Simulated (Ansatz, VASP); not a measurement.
Two plane-wave programs on TePb

File INCAR:

```
ALGO = Normal
EDIFF = 1E-6
ENCUT = 520
GGA = PE
ISIF = 2
ISMEAR = 0
LASPH = T
LCHARG = F
LREAL = F
LWAVE = F
NBANDS = 17
NELM = 80
PREC = Accurate
SIGMA = 0.01
```

File KPOINTS:

```
k-points
0
Gamma
  5 5 5
```

File POSCAR:

```
TePb
1.0
    0.0000000000      3.2038474558      3.2038474558
    3.2038474558      0.0000000000      3.2038474558
    3.2038474558      3.2038474558      0.0000000000
Te Pb
1 1
Direct
    0.5000000000      0.5000000000      0.5000000000
    0.0000000000      0.0000000000      0.0000000000
```

Input for Ansatz:

```yaml
crystal:
  lattice:
    - [0.0, 3.2038474557707914, 3.2038474557707914]
    - [3.2038474557707914, 0.0, 3.2038474557707914]
    - [3.2038474557707914, 3.2038474557707914, 0.0]
  atoms:
    - { symbol: Te, position: [0.5, 0.5, 0.5] }
    - { symbol: Pb, position: [0.0, 0.0, 0.0] }
basis:
  ecutwfc: 500.0
kpoints:
  mp_grid:
    grid: [5, 5, 5]
hamiltonian:
  xc: pbe
  pseudopotentials:
    kind: paw
scf:
  convergence:
    dr2_threshold: 1.0e-08
  occupations:
    method: fixed
output:
  stress: true
```

Alike in both runs: task single point; functional PBE; k mesh 5 × 5 × 5; no spin polarisation.

|  | VASP | Ansatz |
| --- | --- | --- |
| version | VASP 6.6.1 | Ansatz 0.2.0 |
| potentials or method | VASP PAW PBE potentials, release 64 (Te, Pb_d), cutoff 520 eV | plane waves, PAW |
| occupations | gaussian, width 0.01 eV | fixed |
| valence electrons in the cell | 20 | 30 |

```csv
,VASP,Ansatz,Ansatz less VASP
pressure (GPa),3.4,3.4,+0.06
```

VASP's potentials hold 20 valence electrons a cell and Ansatz's 30, so a difference there can come from the potentials and not from the codes. Ansatz's warnings: stress scf threshold loose.

Neither program's run includes spin-orbit coupling.
